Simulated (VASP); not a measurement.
Set up this calculation in VASP 6.6.1, as the native input.

- Task: single point
- Functional: PBE
- Potentials or basis: VASP PAW PBE potentials, release 64 (Na_pv, Ru_pv)
- Cutoff: 520 eV
- k mesh: 6 × 4 × 4
- Occupations: gaussian, width 0.1 eV
- Spin: no spin polarisation
- Dipole correction: no
- Further INCAR settings: ALGO = Normal; EDIFF = 1e-06; NBANDS = 21

The structure of Na2Ru lies in POSCAR:

```
Na2Ru
1.0
    3.2787415200      0.0000000000      0.0000000000
    0.0000000000      4.6368407300      0.0000000000
    0.0000000000      0.0000000000      6.5574830500
Na Ru
2 1
Direct
    0.0000000000      0.0000000000      0.7500000000
    0.0000000000      0.0000000000      0.2500000000
    0.5000000000      0.5000000000      0.5000000000
```

This cell differs from its parent crystal: atoms taken out.

One way to write it, as run:

INCAR

```
SYSTEM = Na2Ru
PREC = Accurate ; ENCUT = 520
EDIFF = 1E-6 ; ISMEAR = 0
SIGMA = 0.1 ; LREAL = .FALSE.
LASPH = .TRUE. ; NELM = 80
ALGO = Normal ; ISIF = 2
LWAVE = .FALSE. ; LCHARG = .FALSE.
GGA = PE ; NBANDS = 21
```

KPOINTS

```
Automatic mesh
0
G
  6 4 4
  0 0 0
```

Potentials or basis: VASP PAW PBE potentials, release 64 (Na_pv, Ru_pv).

Command:

```sh
$ cat potpaw_PBE.64/Na_pv/POTCAR potpaw_PBE.64/Ru_pv/POTCAR > POTCAR
$ mpirun -np 1 vasp_std > vasp.out
```

It gave:

```yaml
Pressure: -4.9 GPa
Largest_force: 0.376 eV/Å
Band_gap_on_the_k_mesh: zero (bands 14 and 15 overlap by 0.41 eV)
```

Caveat: the cell differs from its parent crystal (atoms taken out); the stress differs along the axes, from -8 to -1 GPa.

It took 22 s on 1 thread of Intel(R) Xeon(R) 6975P-C (Granite Rapids), on a shared host, peak memory 0.23 GiB.
